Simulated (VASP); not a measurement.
Wanted: the native input for a VASP 6.6.1 run.

- Task: single point
- Functional: PBEsol
- Potentials or basis: VASP PAW PBE potentials, release 64 (Al, Cu)
- Cutoff: 520 eV
- k mesh: 12 × 12 × 16
- Occupations: gaussian, width 0.15 eV
- Spin: no spin polarisation
- Dipole correction: no
- Further INCAR settings: ALGO = Fast; EDIFF = 1e-06; NBANDS = 16

The structure of Al2Cu lies in POSCAR:

```
Al2Cu
1.0
    4.0841721988      0.0000000000      0.0306312915
    0.0000000000      4.0841721988      0.0000000000
    0.0213479606      0.0000000000      2.8463947459
Al Cu
2 1
Direct
    0.5000000000      0.0000000000      0.5000000000
    0.0000000000      0.5000000000      0.5000000000
    0.0000000000      0.0000000000      0.0000000000
```

This cell differs from its parent crystal: strain +0.0150 x Voigt [0, 0, 0, 0, 1, 0].

The input as run:

INCAR

```
SYSTEM = Al2Cu
PREC = Accurate
ENCUT = 520
EDIFF = 1E-6
ISMEAR = 0
SIGMA = 0.15
LREAL = .FALSE.
LASPH = .TRUE.
NELM = 60
ALGO = Fast
ISIF = 2
LWAVE = .FALSE.
LCHARG = .FALSE.
GGA = PS
NBANDS = 16
```

KPOINTS

```
Automatic mesh
0
G
  12 12 16
  0 0 0
```

Potentials or basis: VASP PAW PBE potentials, release 64 (Al, Cu).

Run with:

```console
$ cat potpaw_PBE.64/Al/POTCAR potpaw_PBE.64/Cu/POTCAR > POTCAR
$ mpirun -np 1 vasp_std > vasp.out
```

Results of the run:

```json
{"Pressure": "0.0 GPa", "Band gap on the k mesh": "zero (an odd number of electrons rules out a gap without spin polarisation)"}
```

Caveat: the cell differs from its parent crystal (strain +0.0150 x Voigt [0, 0, 0, 0, 1, 0]); the PAW data sets were made with another functional, which shifts forces and pressure a little.

Wall time 13 min on 1 thread of Intel Xeon 8259CL, with other jobs on the host, peak memory 0.57 GiB.
